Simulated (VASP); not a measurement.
**SrC2: single point with LDA**

SrC2:

```
Sr C
1.0
     2.40879    1.39072    2.27965
    -2.40879    1.39072    2.27965
     0.00000   -2.78143    2.27965
Sr C
1 2
Cartesian
  0.0000 0.0000 0.0000
  0.0000 0.0000 4.0476
  0.0000 0.0000 2.7914
```

| Quantity | Value |
| --- | --- |
| Program | VASP 6.6.1 |
| Task | single point |
| Functional | LDA |
| Potentials or basis | VASP PAW LDA potentials, release 64 (Sr_sv, C) |
| Cutoff | 600 eV |
| k mesh | 5 × 5 × 5 |
| Occupations | fermi-dirac, width 0.05 eV |
| Spin | no spin polarisation |

* Pressure: 0.4 GPa
* Largest force: 0.079 eV/Å
* Band gap on the k mesh: 1.38 eV (least direct gap 2.22 eV)

Forces on the atoms (eV/Å):
```
Sr   0.000  0.000  0.000
C    0.000  0.000  0.079
C    0.000  0.000 -0.079
```

Stress tensor (GPa, compression positive):
```
0.33 0.00 0.00
0.00 0.33 0.00
0.00 0.00 0.68
```

Levels at points of the mesh, in eV from the valence-band top:
```
           k point  band 5  band 6  band 7  band 8  band 9  band 10  band 11  band 12  band 13  band 14
(0.00, 0.00, 0.00)  -12.96   -2.65   -2.13   -0.84   -0.84     1.38     1.38     6.05     6.05     8.04
```

It took 9 s on 1 thread of Intel(R) Xeon(R) 6975P-C (Granite Rapids) (shared host), peak memory 0.15 GiB.

A k mesh can miss the band edges.
